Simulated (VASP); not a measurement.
Write the native input for VASP 6.6.1 that does the following.

```yaml
Task: relaxation of cell and atoms
Functional: PBE
Potentials_or_basis: VASP PAW PBE potentials, release 64 (Ni)
Cutoff: 600 eV
k_mesh: 6 × 6 × 4
Occupations: gaussian, width 0.1 eV
Spin: collinear spin, ferromagnetic start
Starting_moments: "[0.77, 0.77, 0.77, 0.77] μB"
Dipole_correction: no
Further_INCAR_settings: ALGO = Normal; EDIFF = 1e-06; IBRION = 2; EDIFFG = -0.04; NSW = 90; ISIF = 3
```

The structure of Ni lies in POSCAR:

```
Ni
1.0
    1.8737968294     -3.1757381341      0.0000000000
    1.8737968294      3.1757381341      0.0000000000
    0.0000000000      0.0000000000      3.7525785973
Ni
4
Direct
    0.1525000000      0.8475000000      0.0785000000
    0.6525000000      0.3475000000      0.4215000000
    0.8475000000      0.1525000000      0.9215000000
    0.3475000000      0.6525000000      0.5785000000
```

The input as run:

INCAR

```
SYSTEM = Ni
PREC = Accurate
ENCUT = 600
EDIFF = 1E-6
ISMEAR = 0
SIGMA = 0.1
LREAL = .False.
LASPH = .True.
NELM = 150
ALGO = Normal
ISIF = 3
LWAVE = .False.
LCHARG = .False.
ISPIN = 2
MAGMOM = 0.77 0.77 0.77 0.77
LORBIT = 11
LMAXMIX = 4
GGA = PE
IBRION = 2
NSW = 90
EDIFFG = -0.04
```

KPOINTS

```
regular mesh
0
Gamma
  6 6 4
  0 0 0
```

Potentials or basis: VASP PAW PBE potentials, release 64 (Ni).

Launch:

```bash
$ cat potpaw_PBE.64/Ni/POTCAR > POTCAR
$ mpirun -np 1 vasp_std > vasp.out
```

It gave:

```
Relaxed volume                                        : 11.92 Å³/atom
Relaxed cell                                          : a = 4.416 Å, b = 4.416 Å, c = 3.600 Å, α = 90.00°, β = 90.00°, γ = 137.23°
Space group after relaxing (to 0.1 Å)                 : Fmmm (No. 69)
Energy gained by relaxing                             : 472.2 meV/atom
Ionic steps                                           : 22
Pressure after relaxing                               : -0.1 GPa
Largest force after relaxing                          : 0.011 eV/Å
Net moment                                            : -2.63 μB per cell
Site moments                                          : Ni -0.67 μB
Valence electrons inside the program's atomic spheres : Ni 9.28
```

Caveat: the k points lie up to 0.44 Å⁻¹ apart in the final cell; a cell axis changed by over 15 % at a fixed basis, so the end point is rough.

Wall time 35 min on 1 thread of Intel Xeon 8259CL, with other jobs on the host, peak memory 0.25 GiB.
